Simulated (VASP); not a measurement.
# Si (Fm-3m) in VASP: notebook, part 2 of 2

VASP 6.6.1. The steps go on from the part before.

## Step 3: Single point, PBEsol

Input file INCAR:

```
SYSTEM = Si
PREC = Accurate
ENCUT = 520
EDIFF = 1E-6
ISMEAR = -1
SIGMA = 0.05
LREAL = .False.
LASPH = .True.
NELM = 60
ALGO = Normal
ISIF = 2
LWAVE = .False.
LCHARG = .False.
GGA = PS
NBANDS = 8
```

Input file KPOINTS:

```
Automatic mesh
0
Gamma
  19 19 19
  0 0 0
```

Input file POSCAR:

```
Si
1.0
    0.0000000000      1.7018371314      1.7018371314
    1.7018371314      0.0000000000      1.7018371314
    1.7018371314      1.7018371314      0.0000000000
Si
1
Direct
    0.0000000000      0.0000000000      0.0000000000
```

Potentials or basis: VASP PAW PBE potentials, release 64 (Si).

The run is started by

```sh
cat potpaw_PBE.64/Si/POTCAR > POTCAR
mpirun -np 1 vasp_std > vasp.out
```

OUTCAR:

```text
SYSTEM = Si
   PREC = Accurate
   ENCUT = 520
   EDIFF = 1E-6
   ISMEAR = -1
   LREAL = .False.
   LASPH = .True.
   NELM = 60
   ISIF = 2
   GGA = PS

 ion  position               nearest neighbor table
   1  0.000  0.000  0.000-

  LATTYP: Found a face centered cubic cell.
 ALAT       =     3.4036742628

  Lattice vectors:

 A1 = (   0.0000000000,   1.7018371314,   1.7018371314)
 A2 = (   1.7018371314,   0.0000000000,   1.7018371314)
 A3 = (   1.7018371314,   1.7018371314,   0.0000000000)

Analysis of symmetry for initial positions (statically):
=====================================================================
 Subroutine PRICEL returns:
 Original cell was already a primitive cell.

 Routine SETGRP: Setting up the symmetry group for a
 face centered cubic supercell.

 Subroutine GETGRP returns: Found 48 space group operations
 (whereof 48 operations were pure point group operations)
 out of a pool of 48 trial point group operations.

The static configuration has the point symmetry O_h .

Analysis of symmetry for dynamics (positions and initial velocities):
=====================================================================
 Subroutine PRICEL returns:
 Original cell was already a primitive cell.

 Routine SETGRP: Setting up the symmetry group for a
 face centered cubic supercell.

 Subroutine GETGRP returns: Found 48 space group operations
 (whereof 48 operations were pure point group operations)
 out of a pool of 48 trial point group operations.

The dynamic configuration has the point symmetry O_h .

 Subroutine INISYM returns: Found 48 space group operations
 (whereof 48 operations are pure point group operations),
 and found     1 'primitive' translations

----------------------------------------------------------------------------------------

                                     Primitive cell
[... 108 lines left out ...]
     AMIX     =   0.40;   BMIX     =  1.00
     AMIX_MAG =   1.60;   BMIX_MAG =  1.00
  volume/ion in A,a.u.               =       9.86        66.52
  Fermi-wavevector in a.u.,A,eV,Ry     =   1.211993  2.290335 19.985971  1.468927
  Thomas-Fermi vector in A             =   2.347491
   LORBIT       =      0    0 simple, 1 ext, 2 COOP (PROOUT), +10 PAW based schemes
   GGA     = PS    functional components
   LHFCALC =     F    Hartree Fock is set to
   AEXX    =    0.0000 exact exchange contribution
   IVDW    =     0    specifies the selected vdW correction
   LEPSILON=     F    determine dielectric tensor
   LRPA    =     F    only Hartree local field effects (RPA)
 non-spin polarized calculation
  energy-cutoff  :      520.00
  volume of cell :        9.86
 maximum number of plane-waves:       283
 NGX is ok and might be reduce to    18
   NGX =  9   NGY =  9   NGZ =  9

 number of electron       4.0000000 magnetization

 Free energy of the ion-electron system (eV)
  ---------------------------------------------------
  ext. energy  EPLUGINS =         0.00000000
  ---------------------------------------------------
  free energy    TOTEN  =        -4.67637027 eV

  energy without entropy =       -4.67369587  energy(sigma->0) =       -4.67503307

 E-fermi :  16.0935     XC(G=0): -12.8579

 val. band max:       16.0902103752   @ k =  -0.4211   0.3684   0.1579
 cond. band min:      16.2166652730   @ k =  -0.3158   0.4211   0.2105
 fundamental gap:      0.1264548978
 Fermi energy:        16.0934777777

 k-point     1 :       0.0000    0.0000    0.0000
  band No.  band energies     occupation
      1      -2.4682      2.00000
      2      29.5584      0.00000
      3      29.5584      0.00000
      4      29.5584      0.00000
      5      32.6038      0.00000
      6      32.6038      0.00000
      7      32.6038      0.00000
      8      35.8561      0.00000
[... 243 lines left out ...]
 k-point    24 :      -0.2632    0.0526    0.0000
  band No.  band energies     occupation
      1       0.5529      2.00000
      2      16.0508      1.40267
      3      25.4845      0.00000
      4      29.0711      0.00000
      5      30.7950      0.00000
      6      32.7992      0.00000
      7      33.7140      0.00000
      8      38.2338      0.00000

 [... further k-points ...]

------------------------ aborting loop because EDIFF is reached ----------------------------------------

  FORCE on cell =-STRESS in cart. coord.  units (eV):
  Direction    XX          YY          ZZ          XY          YZ          ZX
  --------------------------------------------------------------------------------------
  -------------------------------------------------------------------------------------
  Total        4.2622965      4.2622965      4.2622965     -0.0000000     -0.0000000     -0.0000000
  in kB      692.7399897    692.7399897    692.7399897     -0.0000000     -0.0000000     -0.0000000
  external PRESSURE =     692.7399897 kB  Pullay stress =       0.0000000 kB

 VOLUME and BASIS-vectors are now :
 -----------------------------------------------------------------------------
  energy-cutoff  :      520.00
  volume of cell :        9.86
      direct lattice vectors                 reciprocal lattice vectors
     0.000000000  1.701837131  1.701837131    -0.293800147  0.293800147  0.293800147
     1.701837131  0.000000000  1.701837131     0.293800147 -0.293800147  0.293800147
     1.701837131  1.701837131  0.000000000     0.293800147  0.293800147 -0.293800147

 POSITION                                       TOTAL-FORCE (eV/Angst)
 -----------------------------------------------------------------------------------
      0.00000      0.00000      0.00000         0.000000      0.000000      0.000000
 -----------------------------------------------------------------------------------
    total drift:                                0.000000     -0.000000     -0.000000

  FREE ENERGIE OF THE ION-ELECTRON SYSTEM (eV)
  ---------------------------------------------------
  free  energy   TOTEN  =        -4.6763702653 eV

  energy  without entropy=       -4.6736958729  energy(sigma->0) =       -4.67503307
```

OSZICAR:

```text
N       E                     dE             d eps       ncg     rms          rms(c)
DAV:   1    -0.250697151689E+01   -0.25070E+01   -0.20734E+03  4192   0.400E+02
DAV:   2    -0.472096149678E+01   -0.22140E+01   -0.20847E+01  5184   0.309E+01
DAV:   3    -0.472943348931E+01   -0.84720E-02   -0.84664E-02  4000   0.192E+00
DAV:   4    -0.472943840677E+01   -0.49175E-05   -0.49169E-05  6008   0.475E-02
DAV:   5    -0.472943840473E+01    0.20371E-08   -0.20640E-09  4016   0.173E-04    0.575E+00
DAV:   6    -0.469617937958E+01    0.33259E-01   -0.41835E-03  4352   0.332E-01    0.319E+00
DAV:   7    -0.467651343793E+01    0.19666E-01   -0.87833E-03  4528   0.483E-01    0.217E-01
DAV:   8    -0.467637122294E+01    0.14221E-03   -0.49258E-05  5408   0.459E-02    0.202E-02
DAV:   9    -0.467637026529E+01    0.95765E-06   -0.75048E-07  4424   0.518E-03
   1 F= -.46763703E+01 E0= -.46750331E+01  d E =-.267439E-02
```

stdout:

```text
POSCAR found type information on POSCAR Si
 POSCAR found :  1 types and       1 ions
 scaLAPACK will be used
 -----------------------------------------------------------------------------
|                                                                             |
|                                                                             |
|     You enforced a specific xc type in the INCAR file but a different       |
|     I HOPE YOU KNOW WHAT YOU ARE DOING!                                     |
|                                                                             |
 -----------------------------------------------------------------------------

 LDA part: xc-table for (Slater+PW92), standard interpolation
 POSCAR, INCAR and KPOINTS ok, starting setup
 FFT: planning ... GRIDC
 FFT: planning ... GRID_SOFT
 FFT: planning ... GRID
 WAVECAR not read
 entering main loop
```

Run time: 8.8 s. Hardware: 1 thread of AMD EPYC 7R13 (Zen 3), shared host; peak memory 0.09 GiB.

Results:

- Free energy: -4.6764 eV
- Pressure: 69.3 GPa
- Band gap on the k mesh: zero (band 2 reaches 29.56 eV, above the bottom of band 3 at 12.82 eV)

Levels at points of the mesh, in eV from the Fermi level:
| k point | band 1 | band 2 | band 3 | band 4 | band 5 | band 6 |
| --- | --- | --- | --- | --- | --- | --- |
| (0.00, 0.00, 0.00) | -18.56 | 13.46 | 13.46 | 13.46 | 16.51 | 16.51 |

Caveat: the PAW data sets were made with another functional, which shifts forces and pressure a little.
